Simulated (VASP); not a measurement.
# Si2N (P2/m) in VASP: single point with PBE+D4

Aim: the single point of Si2N with PBE+D4.

Program: VASP 6.6.1. These are calculated values, not measurements. Logs are shortened: lines on timing, memory, paths and dates and some standing lists are left out, and cuts for length are marked.

### Step 1. The cell of the first run

Symmetry: P2/m, No. 10, monoclinic system. Conventional cell: a = 4.900 Å, b = 2.780 Å, c = 5.616 Å, α = 90.00°, β = 103.98°, γ = 90.00°. Within 2.4 Å of Si (site symmetry m) lie 2 N at 1.84 Å. Within 2.5 Å of Si (site symmetry m) lie 2 N at 1.89 Å and 1 Si at 2.48 Å. N (site symmetry m) has 4 Si at 1.84 to 1.89 Å within 2.4 Å.

### Step 2. Single point, PBE+D4

The input, INCAR:

```
PREC     = Accurate       # precision mode
ENCUT    = 520            # plane-wave cutoff, eV
EDIFF    = 1E-6           # SCF threshold, eV
ISMEAR   = 0              # smearing method
SIGMA    = 0.1            # smearing width, eV
LREAL    = False          # projectors in reciprocal space
LASPH    = True           # aspherical terms in the spheres
NELM     = 100            # most SCF steps
ALGO     = Normal         # electronic algorithm
ISIF     = 2              # what is computed and relaxed
LWAVE    = False          # write WAVECAR
LCHARG   = False          # write CHGCAR
GGA      = PE             # functional
IVDW     = 13             # dispersion correction
NBANDS   = 22             # bands
```

The input, KPOINTS:

```
regular mesh
0
Gamma
  8 14 8
```

The input, POSCAR:

```
Si2N
1.0
    4.8997109096      0.0000000000     -0.0038676485
    0.0000000000      2.7796743690      0.0000000000
   -1.3525781131      0.0000000000      5.4511534335
Si N
4 2
Direct
    0.2605774735      0.0000000000      0.0600127241
    0.2574054499      0.5000000000      0.5881841593
    0.7394225265      0.0000000000      0.9399872759
    0.7425945501      0.5000000000      0.4118158407
    0.6514718199      0.5000000000      0.7201165723
    0.3485281801      0.5000000000      0.2798834277
```

Potentials or basis: VASP PAW PBE potentials, release 64 (Si, N).

Started as:

```bash
> cat potpaw_PBE.64/Si/POTCAR potpaw_PBE.64/N/POTCAR > POTCAR
> mpirun -np 1 vasp_std > vasp.out
```

OUTCAR:

```text
PREC = Accurate
   ENCUT = 520
   EDIFF = 1E-6
   ISMEAR = 0
   LREAL = False
   LASPH = True
   NELM = 100
   ISIF = 2
   GGA = PE
   IVDW = 13

 ion  position               nearest neighbor table
   1  0.261  0.000  0.060-   6 1.84   6 1.84   3 2.48   3 2.59   2 2.99   2 2.99   4 3.03   4 3.03

   2  0.257  0.500  0.588-   6 1.89   5 1.89   4 2.48   4 2.79   1 2.99   1 2.99   3 3.03   3 3.03

   3  0.739  0.000  0.940-   5 1.84   5 1.84   1 2.48   1 2.59   4 2.99   4 2.99   2 3.03   2 3.03

   4  0.743  0.500  0.412-   5 1.89   6 1.89   2 2.48   2 2.79   3 2.99   3 2.99   1 3.03   1 3.03

   5  0.651  0.500  0.720-   3 1.84   3 1.84   4 1.89   2 1.89
   6  0.349  0.500  0.280-   1 1.84   1 1.84   2 1.89   4 1.89

  LATTYP: Found a simple monoclinic cell.
 ALAT       =     4.8997124361
 B/A-ratio  =     0.5673137771
 C/A-ratio  =     1.1462821149
 COS(beta)  =    -0.2415903225

  Lattice vectors:

 A1 = (   4.8997109096,   0.0000000000,  -0.0038676485)
 A2 = (   0.0000000000,   2.7796743690,   0.0000000000)
 A3 = (  -1.3525781131,   0.0000000000,   5.4511534335)

Analysis of symmetry for initial positions (statically):
=====================================================================
 Subroutine PRICEL returns:
 Original cell was already a primitive cell.

 Routine SETGRP: Setting up the symmetry group for a
 simple monoclinic supercell.

 Subroutine GETGRP returns: Found  4 space group operations
 (whereof  4 operations were pure point group operations)
 out of a pool of  4 trial point group operations.

The static configuration has the point symmetry C_2h.

Analysis of symmetry for dynamics (positions and initial velocities):
=====================================================================
 Subroutine PRICEL returns:
 Original cell was already a primitive cell.

 Routine SETGRP: Setting up the symmetry group for a
 simple monoclinic supercell.

 Subroutine GETGRP returns: Found  4 space group operations
 (whereof  4 operations were pure point group operations)
 out of a pool of  4 trial point group operations.

The dynamic configuration has the point symmetry C_2h.

 Subroutine INISYM returns: Found  4 space group operations
 (whereof  4 operations are pure point group operations),
 and found     1 'primitive' translations

----------------------------------------------------------------------------------------

                                     Primitive cell

  volume of cell :      74.2280

  direct lattice vectors                    reciprocal lattice vectors
     4.899710910  0.000000000 -0.003867649     0.204133656  0.000000000  0.050651063
     0.000000000  2.779674369  0.000000000     0.000000000  0.359754369  0.000000000
    -1.352578113  0.000000000  5.451153434     0.000144835  0.000000000  0.183483351

  length of vectors
     4.899712436  2.779674369  5.616452733     0.210323750  0.359754369  0.183483408

  position of ions in fractional coordinates (direct lattice)
     0.260577473  0.000000000  0.060012724
     0.257405450  0.500000000  0.588184159
     0.739422527  0.000000000  0.939987276
     0.742594550  0.500000000  0.411815841
     0.651471820  0.500000000  0.720116572
     0.348528180  0.500000000  0.279883428

  ion indices of the primitive-cell ions
   primitive index   ion index
                 1           1
                 2           2
                 3           3
                 4           4
                 5           5
                 6           6

----------------------------------------------------------------------------------------

 KPOINTS: regular mesh

Automatic generation of k-mesh.
 Grid dimensions read from file:
 generate k-points for:    8   14    8

 Generating k-lattice:

  Cartesian coordinates                     Fractional coordinates (reciprocal lattice)
     0.025516707  0.000000000  0.006331383     0.125000000  0.000000000  0.000000000
     0.000000000  0.025696741  0.000000000     0.000000000  0.071428571  0.000000000
     0.000018104  0.000000000  0.022935419    -0.000000000  0.000000000  0.125000000

  Length of vectors
     0.026290469  0.025696741  0.022935426

  Shift w.r.t. Gamma in fractional coordinates (k-lattice)
     0.000000000  0.000000000  0.000000000

 Subroutine IBZKPT returns following result:
 ===========================================

 Found    272 irreducible k-points:

 Following reciprocal coordinates:
            Coordinates               Weight
  0.000000  0.000000  0.000000      1.000000
  0.125000  0.000000  0.000000      2.000000
  0.250000  0.000000  0.000000      2.000000
  0.375000  0.000000  0.000000      2.000000
  0.500000  0.000000  0.000000      1.000000
  0.000000  0.071429  0.000000      2.000000
[... 16 lines left out ...]
  0.250000  0.285714  0.000000      4.000000
  0.375000  0.285714  0.000000      4.000000
 [... further k-points ...]
   k-points           NKPTS =    272   k-points in BZ     NKDIM =    272   number of bands    NBANDS=     22
   number of dos      NEDOS =    301   number of ions     NIONS =      6
   total plane-waves  NPLWV =  36288
   dimension x,y,z NGX =    36 NGY =   24 NGZ =   42
   dimension x,y,z NGXF=    72 NGYF=   48 NGZF=   84
   ions per type =               4   2
   NGX,Y,Z   is equivalent  to a cutoff of  12.21, 14.35, 12.43 a.u.
   NGXF,Y,Z  is equivalent  to a cutoff of  24.43, 28.71, 24.86 a.u.
 SYSTEM =  unknown system
   PREC   = accura    normal or accurate (medium, high low for compatibility)
   ISTART =      0    job   : 0-new  1-cont  2-samecut
   ICHARG =      2    charge: 1-file 2-atom 10-const
   ISPIN  =      1    spin polarized calculation?
   LNONCOLLINEAR =      F non collinear calculations
   LSORBIT =      F    spin-orbit coupling
   LASPH  =      T    aspherical Exc in radial PAW
   ENCUT  =  520.0 eV  38.22 Ry    6.18 a.u.   9.11  5.17 10.44*2*pi/ulx,y,z
   NELM   =    100;   NELMIN=  2; NELMDL= -5     # of ELM steps
   EDIFF  = 0.1E-05   stopping-criterion for ELM
   LREAL  =      F    real-space projection
   EDIFFG = 0.1E-04   stopping-criterion for IOM
   NSW    =      0    number of steps for IOM
   IBRION =     -1    ionic relax: 0-MD 1-quasi-New 2-CG
   NFREE  =      0    steps in history (QN), initial steepest desc. (CG)
   ISIF   =      2    stress and relaxation
   ISYM   =      2    0-nonsym 1-usesym 2-fastsym
   POTIM  = 0.5000    time-step for ionic-motion
   TEBEG  =    0.0;   TEEND  =   0.0 temperature during run
   PSTRESS=    0.0 pullay stress
   NELECT =      26.0000    total number of electrons
   NUPDOWN=      -1.0000    fix difference up-down
   EMIN   =  10.00;   EMAX   =-10.00  energy-range for DOS
   EFERMI =   0.00;   METHOD = LEGACY
   ISMEAR =     0;   SIGMA  =   0.10  broadening in eV -4-tet -1-fermi 0-gaus
   EFERMI_NEDOS =   21; number of points for ismear=-14 and -15
   IALGO  =     38    algorithm
   IMIX   =      4    mixing-type and parameters
     AMIX     =   0.40;   BMIX     =  1.00
     AMIX_MAG =   1.60;   BMIX_MAG =  1.00
  volume/ion in A,a.u.               =      12.37        83.49
  Fermi-wavevector in a.u.,A,eV,Ry     =   1.154011  2.180765 18.119449  1.331742
  Thomas-Fermi vector in A             =   2.290651
   LORBIT       =      0    0 simple, 1 ext, 2 COOP (PROOUT), +10 PAW based schemes
   GGA     = PE    functional components
   LHFCALC =     F    Hartree Fock is set to
   AEXX    =    0.0000 exact exchange contribution
   IVDW    =    13    specifies the selected vdW correction
   LEPSILON=     F    determine dielectric tensor
   LRPA    =     F    only Hartree local field effects (RPA)
 non-spin polarized calculation
 Gauss-broadening in eV      SIGMA  =   0.10
  energy-cutoff  :      520.00
  volume of cell :       74.23
 maximum number of plane-waves:      2022
   NGX = 19   NGY = 11   NGZ = 21

 number of electron      25.9999999 magnetization

 Free energy of the ion-electron system (eV)
  ---------------------------------------------------
  ext. energy  EPLUGINS =         0.00000000
  ---------------------------------------------------
  free energy    TOTEN  =       -38.94991900 eV

  energy without entropy =      -38.94352365  energy(sigma->0) =      -38.94672133

 E-fermi :   8.9645     XC(G=0): -11.0448

 val. band max:        8.9645156903   @ k =  -0.2500   0.2857   0.3750
 cond. band min:       8.9830217188   @ k =   0.2500   0.2143   0.2500
 fundamental gap:      0.0185060286
 Fermi energy:         8.9645353726

 k-point     1 :       0.0000    0.0000    0.0000
  band No.  band energies     occupation
      1      -9.9496      2.00000
      2      -8.3241      2.00000
      3      -2.5101      2.00000
      4      -0.1275      2.00000
      5       0.1491      2.00000
      6       0.9793      2.00000
[... 14 lines left out ...]
     21      15.9627      0.00000
     22      17.1968      0.00000

 k-point     2 :       0.1250    0.0000    0.0000
  band No.  band energies     occupation
      1      -9.9237      2.00000
      2      -8.3465      2.00000
      3      -2.4263      2.00000
      4      -0.9173      2.00000
      5       0.7069      2.00000
      6       1.0664      2.00000
[... 14 lines left out ...]
     21      15.8547      0.00000
     22      17.1996      0.00000

 k-point     3 :       0.2500    0.0000    0.0000
  band No.  band energies     occupation
      1      -9.8570      2.00000
      2      -8.4043      2.00000
      3      -2.2023      2.00000
      4      -1.6126      2.00000
      5       0.3682      2.00000
      6       1.2024      2.00000
[... 14 lines left out ...]
     21      16.0843      0.00000
     22      16.4844      0.00000
[... 476 lines left out ...]
 k-point    23 :       0.2500    0.2857    0.0000
  band No.  band energies     occupation
      1      -9.0146      2.00000
      2      -7.6309      2.00000
      3      -1.2808      2.00000
      4      -0.4185      2.00000
      5       0.6548      2.00000
      6       1.3701      2.00000
[... 14 lines left out ...]
     21      15.4527      0.00000
     22      16.2235      0.00000

 k-point    24 :       0.3750    0.2857    0.0000
  band No.  band energies     occupation
      1      -8.9577      2.00000
      2      -7.6781      2.00000
      3      -1.0380      2.00000
      4      -0.7720      2.00000
      5       0.6813      2.00000
      6       1.0031      2.00000
[... 14 lines left out ...]
     21      15.4571      0.00000
     22      16.5203      0.00000

 [... further k-points ...]

------------------------ aborting loop because EDIFF is reached ----------------------------------------

  DFT-D4 for vdW energy calculation

  Edisp (eV):   -2.07145

  FORCE on cell =-STRESS in cart. coord.  units (eV):
  Direction    XX          YY          ZZ          XY          YZ          ZX
  --------------------------------------------------------------------------------------
  -------------------------------------------------------------------------------------
  Total      -1.94423    -1.86750    -1.94755     0.00000     0.00000     0.01345
  in kB     -41.96524   -40.30909   -42.03691     0.00000     0.00000     0.29021
  external pressure =      -41.44 kB  Pullay stress =        0.00 kB

 VOLUME and BASIS-vectors are now :
 -----------------------------------------------------------------------------
  energy-cutoff  :      520.00
  volume of cell :       74.23
      direct lattice vectors                 reciprocal lattice vectors
     4.899710910  0.000000000 -0.003867649     0.204133656  0.000000000  0.050651063
     0.000000000  2.779674369  0.000000000     0.000000000  0.359754369  0.000000000
    -1.352578113  0.000000000  5.451153434     0.000144835  0.000000000  0.183483351

 POSITION                                       TOTAL-FORCE (eV/Angst)
 -----------------------------------------------------------------------------------
      1.19558      0.00000      0.32613        -0.016469      0.000000      0.017030
      0.46565      1.38984      3.20529        -0.002388      0.000000     -0.017275
      2.35155      0.00000      5.12116         0.016469      0.000000     -0.017030
      3.08149      1.38984      2.24200         0.002388      0.000000      0.017275
      2.21801      1.38984      3.92295         0.001593     -0.000000      0.017642
      1.32912      1.38984      1.52434        -0.001593      0.000000     -0.017642
 -----------------------------------------------------------------------------------
    total drift:                               -0.000000      0.000000      0.000000

  FREE ENERGIE OF THE ION-ELECTRON SYSTEM (eV)
  ---------------------------------------------------
  free  energy   TOTEN  =       -41.0213730089 eV

  energy  without entropy=      -41.0149776517  energy(sigma->0) =      -41.01817533
```

Run time: 9.9 min. Hardware: 1 thread of AMD EPYC 7R43 (Zen 3), shared host; peak memory 0.39 GiB.

Results:

```
Free energy                : -41.0214 eV
Pressure                   : -4.1 GPa
Largest force              : 0.024 eV/Å
Band gap on the k mesh     : zero (band 13 reaches 10.60 eV, above the bottom of band 14 at 7.66 eV)
Dispersion energy per atom : -0.345 eV
```

Forces on the atoms (eV/Å):
```
Si  -0.016  0.000  0.017
Si  -0.002  0.000 -0.017
Si   0.016  0.000 -0.017
Si   0.002  0.000  0.017
N    0.002  0.000  0.018
N   -0.002  0.000 -0.018
```

Caveat: pairwise dispersion overbinds metals, which lowers pressure and volume.
